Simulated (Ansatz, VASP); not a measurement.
## Zr3ZnN2: VASP beside Ansatz

```xyz
6
Lattice="5.9876 0.0000 0.0000 -2.9938 5.1854 0.0000 0.0000 0.0000 3.0231" Properties=species:S:1:pos:R:3 pbc="T T T"
Zr    1.4969    2.5927    1.5116
Zr    2.9938    0.0000    1.5116
Zr   -1.4969    2.5927    1.5116
Zn    0.0000    0.0000    0.0000
N     2.9938    1.7285    0.0000
N     0.0000    3.4569    0.0000
```

Change from the starting cell: species swapped into the ErCo3Ni2 type (P6/mmm, No. 191).

Alike in both runs: functional PBE; k mesh 3 × 3 × 6; occupations gaussian, width 0.1 eV; no spin polarisation.

Ansatz relaxed the structure, and its values are those at the end. VASP's run is a single point on that final structure, the one shown.

|  | VASP | Ansatz |
| --- | --- | --- |
| version | VASP 6.6.1 | Ansatz 0.2.0 |
| potentials or method | VASP PAW PBE potentials, release 64 (Zr_sv, Zn, N), cutoff 520 eV | scalar-relativistic, plane waves, PAW |
| valence electrons in the cell | 58 | 58 |

VASP gave:

| Property | Result |
| --- | --- |
| gap on the k mesh at the Fermi level (eV) | none |
| pressure (GPa) | 0.2 |

Question: Which values does Ansatz return?

Answer: gap on the k mesh at the Fermi level (eV): none; pressure (GPa): 0.0.

A gap of «none» marks a metal or a gap that the smearing closes. The functional is the same, so the differences come from potentials, cutoffs and numerics.

The k mesh is coarse, so the values compare programs but aren't converged.
